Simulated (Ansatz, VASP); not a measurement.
# One calculation of C, two programs

The input INCAR:

```
SYSTEM = C
PREC = Accurate ; ENCUT = 520
EDIFF = 1E-8 ; ISMEAR = -1
SIGMA = 0.03 ; LREAL = .False.
LASPH = .True. ; NELM = 80
ALGO = Normal ; ISIF = 2
LWAVE = .False. ; LCHARG = .False.
GGA = PE ; LEFG = .True.
NBANDS = 11
```

The input KPOINTS:

```
regular mesh
0
Gamma
  24 24 24
  0 0 0
```

Contents of POSCAR:

```
C
1.0
    1.2280263465      0.7090013417      3.3470108394
   -1.2280263465      0.7090013417      3.3470108394
    0.0000000000     -1.4180026834      3.3470108394
C
2
Direct
    0.1640000000      0.1640000000      0.1640000000
    0.8360000000      0.8360000000      0.8360000000
```

Input for Ansatz:

```yaml
crystal:
  lattice:
    - [1.2280263465, 0.7090013417, 3.3470108394]
    - [-1.2280263465, 0.7090013417, 3.3470108394]
    - [0.0, -1.4180026834, 3.3470108394]
  atoms:
    - { symbol: C, position: [0.164, 0.164, 0.164] }
    - { symbol: C, position: [0.836, 0.836, 0.836] }
kpoints:
  mp_grid: { grid: [24, 24, 24] }
scf:
  occupations: { method: fermi_dirac, width: 0.03 }
hamiltonian:
  xc: pbe
  pseudopotentials: { kind: paw }
output:
  forces: true
  stress: true
  eigenvalues: true
  efg: { contact_densities: true }
  write_density: true
  write_potential: true
  elf: true
  volumetric_format: npy
```

Alike in both runs: task electric field gradients; functional PBE; k mesh 24 × 24 × 24; occupations fermi-dirac, width 0.03 eV; no spin polarisation.

|  | VASP | Ansatz |
| --- | --- | --- |
| version | VASP 6.6.1 | Ansatz 0.2.0 |
| potentials or method | VASP PAW PBE potentials, release 64 (C) | PAW with Ansatz's default frozen-core files, scalar-relativistic |
| plane-wave cutoff (eV) | 520 | 420 |
| valence electrons in the cell | 8 | 8 |

VASP gave:

- pressure (GPa): 4.8
- traceless stress, the component that is largest in VASP (GPa): -1.76
- rms of the force components (eV/Å): 0.500
- size of Vzz on the site where it differs most (V/Å²): 31.3

Question: Estimate Ansatz's values.

Answer: Pressure (GPa): 4.3; traceless stress, the component that is largest in VASP (GPa): -1.22; rms of the force components (eV/Å): 0.502; size of Vzz on the site where it differs most (V/Å²): 23.8.

Atom by atom the forces differ by 0.002 eV/Å (rms over components). With one functional, cell and mesh, what is left measures potentials, basis and numerics.
